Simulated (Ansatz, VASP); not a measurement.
## Two plane-wave programs on CuO

```xyz
4
Lattice="2.3417 -1.7104 0.0000 2.3417 1.7104 0.0000 -0.8525 0.0000 5.0581" Properties=species:S:1:pos:R:3 pbc="T T T"
Cu    1.1708    0.8552    0.0000
Cu    0.7446   -0.8552    2.5290
O     2.1285   -0.2808    1.2645
O     1.7023    0.2808    3.7935
```

Alike in both runs: task single point; functional PBEsol; k mesh 8 × 8 × 5; occupations gaussian, width 0.05 eV; collinear spin; Hubbard terms Cu d U = 5.8 eV.

```csv
,VASP,Ansatz
version,VASP 6.6.1,Ansatz 0.2.0
potentials or method,"VASP PAW PBE potentials, release 64 (Cu, O), cutoff 520 eV","PAW, plane waves, scalar-relativistic"
valence electrons in the cell,34,50
```

VASP gave:

| Quantity | Value |
| --- | --- |
| pressure (GPa) | -5.0 |
| traceless stress, the component that is largest in VASP (GPa) | 1.72 |
| rms of the force components (eV/Å) | 0.051 |
| net moment per atom (μB) | 0.50 |
| size of the moment on the site where the two differ most (μB) | 0.69 |

Q: Estimate Ansatz's values.

A: Pressure (GPa): 0.7; traceless stress, the component that is largest in VASP (GPa): 1.01; rms of the force components (eV/Å): 0.046; net moment per atom (μB): 0.49; size of the moment on the site where the two differ most (μB): 0.63.

VASP's potentials were made for PBE, not for PBEsol. Site moments also hang on the region over which each program counts them. The programs project onto different local orbitals, so the same U acts differently, and such runs can settle in different states. Atom by atom the forces differ by 0.005 eV/Å (rms over components). VASP's potentials hold 34 valence electrons a cell and Ansatz's 50, so a difference there can come from the potentials and not from the codes. Ansatz's warnings: filled band counts differ across k points.
